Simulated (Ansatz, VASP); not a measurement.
# BAs in VASP and in Ansatz

File INCAR:

```
SYSTEM = BAs
PREC = Accurate ; ENCUT = 600
EDIFF = 1E-6 ; ISMEAR = 0
SIGMA = 0.01 ; LREAL = .False.
LASPH = .True. ; NELM = 120
ALGO = Normal ; ISIF = 2
LWAVE = .False. ; LCHARG = .False.
GGA = PE ; NBANDS = 16
GGA_COMPAT = .False.
```

The input KPOINTS:

```
regular mesh
0
Gamma
  8 8 8
  0 0 0
```

POSCAR

```
BAs
1.0
    0.0000000000      2.3553216514      2.3553216514
    2.3553216514      0.0000000000      2.3553216514
    2.3553216514      2.3553216514      0.0000000000
B As
1 1
Direct
    0.0000000000      0.0000000000      0.0000000000
    0.2500000000      0.2500000000      0.2500000000
```

Input for Ansatz:

```yaml
crystal:
  lattice:
    - [0.0, 2.3553216514, 2.3553216514]
    - [2.3553216514, 0.0, 2.3553216514]
    - [2.3553216514, 2.3553216514, 0.0]
  atoms:
    - { symbol: B, position: [0.0, 0.0, 0.0] }
    - { symbol: As, position: [0.25, 0.25, 0.25] }
kpoints:
  mp_grid: { grid: [8, 8, 8] }
hamiltonian:
  xc: pbe
scf:
  occupations: { method: fixed }
  n_extra_bands: 4
output:
  forces: true
  stress: true
  eigenvalues: true
```

Alike in both runs: task single point; functional PBE; k mesh 8 × 8 × 8; no spin polarisation.

|  | VASP | Ansatz |
| --- | --- | --- |
| version | VASP 6.6.1 | Ansatz 0.2.0 |
| potentials or method | VASP PAW PBE potentials, release 64 (B, As_d) | plane waves, PAW |
| plane-wave cutoff (eV) | 600 | 420 |
| occupations | gaussian, width 0.01 eV | fixed |
| valence electrons in the cell | 18 | 18 |

Ansatz gave:

* gap on the k mesh at the Fermi level (eV): 1.16
* pressure (GPa): 9.3

Task: Which values does VASP return?

Result: gap on the k mesh at the Fermi level (eV): 1.16; pressure (GPa): 9.0.
